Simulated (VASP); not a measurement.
# TaN (Cmcm) in VASP: a series of runs

TaN is run at these levels: PBEsol; tasks: single point.

Program: VASP 6.6.1. These are calculated values, not measurements. Logs are shortened: lines on timing, memory, paths and dates and some standing lists are left out, and cuts for length are marked.

### 1 The cell of the first run

It takes space group Cmcm (No. 63, orthorhombic). Conventional cell: a = 4.375 Å, b = 4.375 Å, c = 4.375 Å, α = 90.00°, β = 90.00°, γ = 90.00°. Ta (site symmetry m2m) has 6 N at 2.17 to 2.23 Å and 2 Ta at 2.82 Å within 2.9 Å. Within 2.9 Å of N (site symmetry m2m) lie 6 Ta at 2.17 to 2.23 Å and 2 N at 2.79 Å.

### 2 Single point, PBEsol (mode 1 frozen in at +0.000 Å and mode 2 at -0.228 Å (largest displacements))

INCAR

```
PREC = Accurate
ENCUT = 520
EDIFF = 1E-6
ISMEAR = 0
SIGMA = 0.15
LREAL = False
LASPH = True
NELM = 80
ALGO = Normal
ISIF = 2
LWAVE = False
LCHARG = False
GGA = PS
NBANDS = 24
```

KPOINTS

```
Automatic mesh
0
Gamma
  14 14 10
```

POSCAR

```
TaN
1.0
    0.0000000000     -2.1874436362     -2.1874436362
    0.0000000000      2.1874436362     -2.1874436362
    4.3748872723      0.0000000000      0.0000000000
Ta N
2 2
Direct
    0.5474335804      0.4525664196      0.0000000000
   -0.0474335804      0.0474335804      0.5000000000
    0.4478843715      0.5521156285      0.5000000000
    0.0521156285     -0.0521156285      0.0000000000
```

Potentials or basis: VASP PAW PBE potentials, release 64 (Ta_pv, N).

Started as:

```
> cat potpaw_PBE.64/Ta_pv/POTCAR potpaw_PBE.64/N/POTCAR > POTCAR
> mpirun -np 1 vasp_std > vasp.out
```

OUTCAR:

```text
PREC = Accurate
   ENCUT = 520
   EDIFF = 1E-6
   ISMEAR = 0
   LREAL = False
   LASPH = True
   NELM = 80
   ISIF = 2
   GGA = PS

 ion  position               nearest neighbor table
   1  0.547  0.453  0.000-   4 2.17   4 2.19   4 2.19   4 2.21   3 2.23   3 2.23   2 2.82   2 2.82
                             2 3.12   2 3.12   2 3.12   2 3.12   2 3.40   2 3.40
   2  0.953  0.047  0.500-   3 2.17   3 2.19   3 2.19   3 2.21   4 2.23   4 2.23   1 2.82   1 2.82
                             1 3.12   1 3.12   1 3.12   1 3.12   1 3.40   1 3.40
   3  0.448  0.552  0.500-   2 2.17   2 2.19   2 2.19   2 2.21   1 2.23   1 2.23
   4  0.052  0.948  0.000-   1 2.17   1 2.19   1 2.19   1 2.21   2 2.23   2 2.23

  LATTYP: Found a simple tetragonal cell.
 ALAT       =     3.0935124572
 C/A-ratio  =     1.4142135623

  Lattice vectors:

 A1 = (   0.0000000000,  -2.1874436362,  -2.1874436362)
 A2 = (   0.0000000000,   2.1874436362,  -2.1874436362)
 A3 = (   4.3748872723,   0.0000000000,   0.0000000000)

Analysis of symmetry for initial positions (statically):
=====================================================================
 Subroutine PRICEL returns:
 Original cell was already a primitive cell.

 Routine SETGRP: Setting up the symmetry group for a
 simple tetragonal supercell.

 Subroutine GETGRP returns: Found  8 space group operations
 (whereof  4 operations were pure point group operations)
 out of a pool of 16 trial point group operations.

The static configuration has the point symmetry C_2v.
 The point group associated with its full space group is D_2h.

Analysis of symmetry for dynamics (positions and initial velocities):
=====================================================================
 Subroutine PRICEL returns:
 Original cell was already a primitive cell.

 Routine SETGRP: Setting up the symmetry group for a
 simple tetragonal supercell.

 Subroutine GETGRP returns: Found  8 space group operations
 (whereof  4 operations were pure point group operations)
 out of a pool of 16 trial point group operations.

The dynamic configuration has the point symmetry C_2v.
 The point group associated with its full space group is D_2h.

 Subroutine INISYM returns: Found  8 space group operations
 (whereof  4 operations are pure point group operations),
 and found     1 'primitive' translations

----------------------------------------------------------------------------------------

                                     Primitive cell

  volume of cell :      41.8669

  direct lattice vectors                    reciprocal lattice vectors
     0.000000000 -2.187443636 -2.187443636     0.000000000 -0.228577318 -0.228577318
     0.000000000  2.187443636 -2.187443636     0.000000000  0.228577318 -0.228577318
     4.374887272  0.000000000  0.000000000     0.228577318  0.000000000  0.000000000

  length of vectors
     3.093512457  3.093512457  4.374887272     0.323257143  0.323257143  0.228577318

  position of ions in fractional coordinates (direct lattice)
     0.547433580  0.452566420  0.000000000
     0.952566420  0.047433580  0.500000000
     0.447884372  0.552115628  0.500000000
     0.052115628  0.947884372  0.000000000

  ion indices of the primitive-cell ions
   primitive index   ion index
                 1           1
                 2           2
                 3           3
                 4           4

----------------------------------------------------------------------------------------

 KPOINTS: Automatic mesh

Automatic generation of k-mesh.
 Grid dimensions read from file:
 generate k-points for:   14   14   10

 Generating k-lattice:

  Cartesian coordinates                     Fractional coordinates (reciprocal lattice)
     0.000000000 -0.016326951 -0.016326951     0.071428571  0.000000000  0.000000000
     0.000000000  0.016326951 -0.016326951     0.000000000  0.071428571  0.000000000
     0.022857732  0.000000000  0.000000000     0.000000000  0.000000000  0.100000000

  Length of vectors
     0.023089796  0.023089796  0.022857732

  Shift w.r.t. Gamma in fractional coordinates (k-lattice)
     0.000000000  0.000000000  0.000000000

 Subroutine IBZKPT returns following result:
 ===========================================

 Found    342 irreducible k-points:

 Following reciprocal coordinates:
            Coordinates               Weight
  0.000000  0.000000  0.000000      1.000000
  0.071429  0.000000  0.000000      4.000000
  0.142857  0.000000  0.000000      4.000000
  0.214286  0.000000  0.000000      4.000000
  0.285714  0.000000  0.000000      4.000000
  0.357143  0.000000  0.000000      4.000000
[... 16 lines left out ...]
 -0.142857  0.142857  0.000000      2.000000
  0.214286  0.142857  0.000000      4.000000
 [... further k-points ...]
   k-points           NKPTS =    342   k-points in BZ     NKDIM =    342   number of bands    NBANDS=     24
   number of dos      NEDOS =    301   number of ions     NIONS =      4
   total plane-waves  NPLWV =  20736
   dimension x,y,z NGX =    24 NGY =   24 NGZ =   36
   dimension x,y,z NGXF=    48 NGYF=   48 NGZF=   72
   ions per type =               2   2
   NGX,Y,Z   is equivalent  to a cutoff of  12.90, 12.90, 13.68 a.u.
   NGXF,Y,Z  is equivalent  to a cutoff of  25.80, 25.80, 27.36 a.u.
 SYSTEM =  unknown system
   PREC   = accura    normal or accurate (medium, high low for compatibility)
   ISTART =      0    job   : 0-new  1-cont  2-samecut
   ICHARG =      2    charge: 1-file 2-atom 10-const
   ISPIN  =      1    spin polarized calculation?
   LNONCOLLINEAR =      F non collinear calculations
   LSORBIT =      F    spin-orbit coupling
   LASPH  =      T    aspherical Exc in radial PAW
   ENCUT  =  520.0 eV  38.22 Ry    6.18 a.u.   5.75  5.75  8.13*2*pi/ulx,y,z
   NELM   =     80;   NELMIN=  2; NELMDL= -5     # of ELM steps
   EDIFF  = 0.1E-05   stopping-criterion for ELM
   LREAL  =      F    real-space projection
[... 7 lines left out ...]
   TEBEG  =    0.0;   TEEND  =   0.0 temperature during run
   PSTRESS=    0.0 pullay stress
   NELECT =      32.0000    total number of electrons
   NUPDOWN=      -1.0000    fix difference up-down
   EMIN   =  10.00;   EMAX   =-10.00  energy-range for DOS
   EFERMI =   0.00;   METHOD = LEGACY
   ISMEAR =     0;   SIGMA  =   0.15  broadening in eV -4-tet -1-fermi 0-gaus
   EFERMI_NEDOS =   21; number of points for ismear=-14 and -15
   IALGO  =     38    algorithm
   IMIX   =      4    mixing-type and parameters
     AMIX     =   0.40;   BMIX     =  1.00
     AMIX_MAG =   1.60;   BMIX_MAG =  1.00
  volume/ion in A,a.u.               =      10.47        70.63
  Fermi-wavevector in a.u.,A,eV,Ry     =   1.496814  2.828569 30.483219  2.240453
  Thomas-Fermi vector in A             =   2.608783
   LORBIT       =      0    0 simple, 1 ext, 2 COOP (PROOUT), +10 PAW based schemes
   GGA     = PS    functional components
   LHFCALC =     F    Hartree Fock is set to
   AEXX    =    0.0000 exact exchange contribution
   IVDW    =     0    specifies the selected vdW correction
   LEPSILON=     F    determine dielectric tensor
   LRPA    =     F    only Hartree local field effects (RPA)
 non-spin polarized calculation
 Gauss-broadening in eV      SIGMA  =   0.15
  energy-cutoff  :      520.00
  volume of cell :       41.87
 maximum number of plane-waves:      1176
   NGX = 11   NGY = 11   NGZ = 17

 number of electron      31.9999999 magnetization

 Free energy of the ion-electron system (eV)
  ---------------------------------------------------
  ext. energy  EPLUGINS =         0.00000000
  ---------------------------------------------------
  free energy    TOTEN  =       -46.35050247 eV

  energy without entropy =      -46.33687319  energy(sigma->0) =      -46.34368783

 E-fermi :   9.1203     XC(G=0): -13.6776

 val. band max:        9.1154324868   @ k =   0.3571   0.0714   0.3000
 cond. band min:       9.1209033588   @ k =  -0.1429   0.1429   0.3000
 fundamental gap:      0.0054708720
 Fermi energy:         9.1202798329

 k-point     1 :       0.0000    0.0000    0.0000
  band No.  band energies     occupation
      1     -26.9231      2.00000
      2     -26.4653      2.00000
      3     -26.4135      2.00000
      4     -26.2422      2.00000
      5     -26.0646      2.00000
      6     -25.9703      2.00000
[... 16 lines left out ...]
     23      11.9971      0.00000
     24      13.6661      0.00000

 k-point     2 :       0.0714    0.0000    0.0000
  band No.  band energies     occupation
      1     -26.9124      2.00000
      2     -26.4780      2.00000
      3     -26.4185      2.00000
      4     -26.2568      2.00000
      5     -26.0780      2.00000
      6     -25.9774      2.00000
[... 16 lines left out ...]
     23      12.0152      0.00000
     24      13.8310      0.00000

 k-point     3 :       0.1429    0.0000    0.0000
  band No.  band energies     occupation
      1     -26.8813      2.00000
      2     -26.5320      2.00000
      3     -26.4135      2.00000
      4     -26.3104      2.00000
      5     -26.1027      2.00000
      6     -25.9983      2.00000
[... 16 lines left out ...]
     23      12.7201      0.00000
     24      14.0458      0.00000

 k-point     4 :       0.2143    0.0000    0.0000
  band No.  band energies     occupation
      1     -26.8332      2.00000
      2     -26.6166      2.00000
      3     -26.4271      2.00000
      4     -26.3763      2.00000
      5     -26.1187      2.00000
      6     -26.0317      2.00000
[... 16 lines left out ...]
     23      13.8831      0.00000
     24      14.0154      0.00000

 k-point     5 :       0.2857    0.0000    0.0000
  band No.  band energies     occupation
      1     -26.7740      2.00000
      2     -26.7077      2.00000
      3     -26.5412      2.00000
      4     -26.3578      2.00000
      5     -26.1270      2.00000
      6     -26.0747      2.00000
[... 451 lines left out ...]
 k-point    22 :       0.1429    0.1429    0.0000
  band No.  band energies     occupation
      1     -26.8440      2.00000
      2     -26.5135      2.00000
      3     -26.4934      2.00000
      4     -26.3923      2.00000
      5     -26.1238      2.00000
      6     -26.0209      2.00000
[... 16 lines left out ...]
     23      13.9803      0.00000
     24      14.1302      0.00000

 k-point    23 :      -0.1429    0.1429    0.0000
  band No.  band energies     occupation
      1     -26.8399      2.00000
      2     -26.5691      2.00000
      3     -26.4508      2.00000
      4     -26.2870      2.00000
      5     -26.2179      2.00000
      6     -26.0259      2.00000
[... 16 lines left out ...]
     23      14.0401      0.00000
     24      14.2618      0.00000

 k-point    24 :       0.2143    0.1429    0.0000
  band No.  band energies     occupation
      1     -26.7996      2.00000
      2     -26.5989      2.00000
      3     -26.4807      2.00000
      4     -26.4656      2.00000
      5     -26.1495      2.00000
      6     -26.0500      2.00000
[... 16 lines left out ...]
     23      13.9540      0.00000
     24      14.8803      0.00000

 [... further k-points ...]
[... 5 lines left out ...]
  --------------------------------------------------------------------------------------
  -------------------------------------------------------------------------------------
  Total       -0.9442531      3.8540858     -1.2694950      0.0000000      0.0000000      0.0000000
  in kB      -36.1350283    147.4895870    -48.5815043      0.0000000      0.0000000      0.0000000
  external PRESSURE =      20.9243515 kB  Pullay stress =       0.0000000 kB

 VOLUME and BASIS-vectors are now :
 -----------------------------------------------------------------------------
  energy-cutoff  :      520.00
  volume of cell :       41.87
      direct lattice vectors                 reciprocal lattice vectors
     0.000000000 -2.187443636 -2.187443636     0.000000000 -0.228577318 -0.228577318
     0.000000000  2.187443636 -2.187443636     0.000000000  0.228577318 -0.228577318
     4.374887272  0.000000000  0.000000000     0.228577318  0.000000000  0.000000000

 POSITION                                       TOTAL-FORCE (eV/Angst)
 -----------------------------------------------------------------------------------
      0.00000     -0.20752     -2.18744         0.000000      0.999593      0.000000
      2.18744     -1.97993     -2.18744         0.000000     -0.999593      0.000000
      2.18744      0.22800     -2.18744         0.000000     -0.643051      0.000000
      0.00000      1.95944     -2.18744         0.000000      0.643051      0.000000
 -----------------------------------------------------------------------------------
    total drift:                                0.000000      0.000000     -0.000000

  FREE ENERGIE OF THE ION-ELECTRON SYSTEM (eV)
  ---------------------------------------------------
  free  energy   TOTEN  =       -46.3505024712 eV

  energy  without entropy=      -46.3368731932  energy(sigma->0) =      -46.34368783
```

Run time: 8.4 min. Hardware: 1 thread of AMD EPYC 7R13, shared host; peak memory 0.36 GiB.

Results:

- Free energy: -46.3505 eV
- Pressure: 2.1 GPa
- Largest force: 1.000 eV/Å
- Band gap on the k mesh: zero (band 16 reaches 10.49 eV, above the bottom of band 17 at 7.62 eV)

Forces on the atoms (eV/Å):
```
Ta   0.000  1.000  0.000
Ta   0.000 -1.000  0.000
N    0.000 -0.643  0.000
N    0.000  0.643  0.000
```

Stress tensor (GPa, compression positive):
```
-3.61  0.00  0.00
 0.00 14.75  0.00
 0.00  0.00 -4.86
```

Levels at points of the mesh, in eV from the Fermi level:
| k point | band 12 | band 13 | band 14 | band 15 | band 16 | band 17 | band 18 | band 19 | band 20 | band 21 |
| --- | --- | --- | --- | --- | --- | --- | --- | --- | --- | --- |
| (0.00, 0.00, 0.00) | -4.25 | -3.42 | -3.41 | -3.22 | -1.96 | -1.40 | -1.36 | 0.29 | 1.21 | 2.13 |
| (0.50, 0.00, 0.00) | -7.05 | -6.60 | -4.87 | -1.29 | 0.38 | 1.63 | 1.69 | 2.08 | 3.17 | 4.34 |
| (0.50, 0.50, 0.00) | -5.19 | -4.40 | -4.35 | -4.17 | -2.73 | 2.93 | 3.15 | 3.80 | 4.06 | 4.24 |
| (0.00, 0.00, 0.50) | -4.48 | -4.12 | -4.12 | -3.92 | -3.92 | 0.59 | 0.59 | 1.79 | 1.79 | 2.29 |
| (0.50, 0.00, 0.50) | -7.16 | -6.90 | -6.90 | 1.37 | 1.37 | 2.18 | 2.18 | 2.45 | 2.45 | 4.55 |
| (0.50, 0.50, 0.50) | -6.36 | -5.93 | -5.93 | -0.57 | -0.57 | 0.08 | 0.08 | 4.03 | 4.03 | 4.59 |

Caveat: the cell differs from its parent crystal (mode 1 frozen in at +0.000 Å and mode 2 at -0.228 Å (largest displacements)); the PAW data sets were made with another functional, which shifts forces and pressure a little; spin-orbit coupling is left out, which moves the levels of the heavy elements.

### 3 Single point, PBEsol (mode 1 frozen in at +0.000 Å and mode 2 at -0.114 Å (largest displacements))

INCAR

```
SYSTEM = TaN
PREC = Accurate
ENCUT = 520
EDIFF = 1E-6
ISMEAR = 0
SIGMA = 0.15
LREAL = .FALSE.
LASPH = .TRUE.
NELM = 60
ALGO = Normal
ISIF = 2
LWAVE = .FALSE.
LCHARG = .FALSE.
GGA = PS
NBANDS = 24
```

KPOINTS

```
Automatic mesh
0
G
  14 14 10
  0 0 0
```

POSCAR

```
TaN
1.0
    0.0000000000     -2.1874436362     -2.1874436362
    0.0000000000      2.1874436362     -2.1874436362
    4.3748872723      0.0000000000      0.0000000000
Ta N
2 2
Direct
    0.5237167902      0.4762832098      0.0000000000
   -0.0237167902      0.0237167902      0.5000000000
    0.4739421857      0.5260578143      0.5000000000
    0.0260578143     -0.0260578143      0.0000000000
```

Potentials or basis: VASP PAW PBE potentials, release 64 (Ta_pv, N).

Started as:

```
> cat potpaw_PBE.64/Ta_pv/POTCAR potpaw_PBE.64/N/POTCAR > POTCAR
> mpirun -np 1 vasp_std > vasp.out
```

It took 8.5 min on 1 thread of AMD EPYC 7R13, shared host; peak memory 0.36 GiB.

Results (log left out):

```yaml
Free_energy: -46.4776 eV
Pressure: 1.2 GPa
Largest_force: 0.243 eV/Å
Band_gap_on_the_k_mesh: zero (band 16 reaches 11.18 eV, above the bottom of band 17 at 7.47 eV)
```

Forces on the atoms (eV/Å):
```
Ta   0.000 -0.243  0.000
Ta   0.000  0.243  0.000
N    0.000 -0.029  0.000
N    0.000  0.029  0.000
```

Stress tensor (GPa, compression positive):
```
-3.52  0.00  0.00
 0.00  8.36  0.00
 0.00  0.00 -1.22
```

Levels at points of the mesh, in eV from the Fermi level:
```csv
k point,band 14,band 15,band 16,band 17,band 18,band 19
"(0.00, 0.00, 0.00)",-3.67,-3.63,-2.07,-1.92,-1.89,0.16
"(0.50, 0.00, 0.00)",-5.83,-0.65,0.39,1.04,1.63,2.13
"(0.50, 0.50, 0.00)",-4.52,-4.48,-3.88,2.41,2.54,3.74
"(0.00, 0.00, 0.50)",-4.65,-4.10,-4.10,0.88,0.88,1.68
"(0.50, 0.00, 0.50)",-7.42,1.79,1.79,2.14,2.14,2.14
"(0.50, 0.50, 0.50)",-6.54,-0.25,-0.25,-0.07,-0.07,3.81
```

Caveat: the cell differs from its parent crystal (mode 1 frozen in at +0.000 Å and mode 2 at -0.114 Å (largest displacements)); the PAW data sets were made with another functional, which shifts forces and pressure a little; spin-orbit coupling is left out, which moves the levels of the heavy elements.

### 4 Single point, PBEsol (mode 1 frozen in at +0.000 Å and mode 2 at -0.171 Å (largest displacements))

INCAR

```
PREC = Accurate
ENCUT = 520
EDIFF = 1E-6
ISMEAR = 0
SIGMA = 0.15
LREAL = False
LASPH = True
NELM = 80
ALGO = Normal
ISIF = 2
LWAVE = False
LCHARG = False
GGA = PS
NBANDS = 24
```

KPOINTS

```
Automatic mesh
0
Gamma
  14 14 10
```

POSCAR

```
TaN
1.0
    0.0000000000     -2.1874436362     -2.1874436362
    0.0000000000      2.1874436362     -2.1874436362
    4.3748872723      0.0000000000      0.0000000000
Ta N
2 2
Direct
    0.5355751853      0.4644248147      0.0000000000
   -0.0355751853      0.0355751853      0.5000000000
    0.4609132786      0.5390867214      0.5000000000
    0.0390867214     -0.0390867214      0.0000000000
```

Started as:

```
> cat potpaw_PBE.64/Ta_pv/POTCAR potpaw_PBE.64/N/POTCAR > POTCAR
> mpirun -np 1 vasp_std > vasp.out
```

Wall time 7.6 min (1 thread of AMD EPYC 7R13, shared host); peak memory 0.36 GiB.

It converged, with:

```yaml
Free_energy: -46.4644 eV
Pressure: 1.4 GPa
Largest_force: 0.285 eV/Å
Band_gap_on_the_k_mesh: zero (band 16 reaches 10.85 eV, above the bottom of band 17 at 7.59 eV)
```

Forces in eV/Å, atoms in the order of the input:
```
Ta   0.000  0.235  0.000
Ta   0.000 -0.235  0.000
N    0.000 -0.285  0.000
N    0.000  0.285  0.000
```

Stress tensor (GPa, compression positive):
```
-4.40  0.00  0.00
 0.00 11.66  0.00
 0.00  0.00 -3.01
```

Levels at points of the mesh, in eV from the Fermi level:
| k point | band 13 | band 14 | band 15 | band 16 | band 17 | band 18 | band 19 | band 20 |
| --- | --- | --- | --- | --- | --- | --- | --- | --- |
| (0.00, 0.00, 0.00) | -3.56 | -3.56 | -3.44 | -2.01 | -1.67 | -1.66 | 0.23 | 0.90 |
| (0.50, 0.00, 0.00) | -6.79 | -5.36 | -1.04 | 0.37 | 1.35 | 1.61 | 2.17 | 2.97 |
| (0.50, 0.50, 0.00) | -4.47 | -4.45 | -4.34 | -3.32 | 2.65 | 2.87 | 3.77 | 3.92 |
| (0.00, 0.00, 0.50) | -4.41 | -4.41 | -4.02 | -4.02 | 0.73 | 0.73 | 1.72 | 1.72 |
| (0.50, 0.00, 0.50) | -7.18 | -7.18 | 1.59 | 1.59 | 2.16 | 2.16 | 2.28 | 2.28 |
| (0.50, 0.50, 0.50) | -6.27 | -6.27 | -0.39 | -0.39 | 0.00 | 0.00 | 3.91 | 3.91 |

Caveat: the cell differs from its parent crystal (mode 1 frozen in at +0.000 Å and mode 2 at -0.171 Å (largest displacements)); the PAW data sets were made with another functional, which shifts forces and pressure a little; spin-orbit coupling is left out, which moves the levels of the heavy elements.
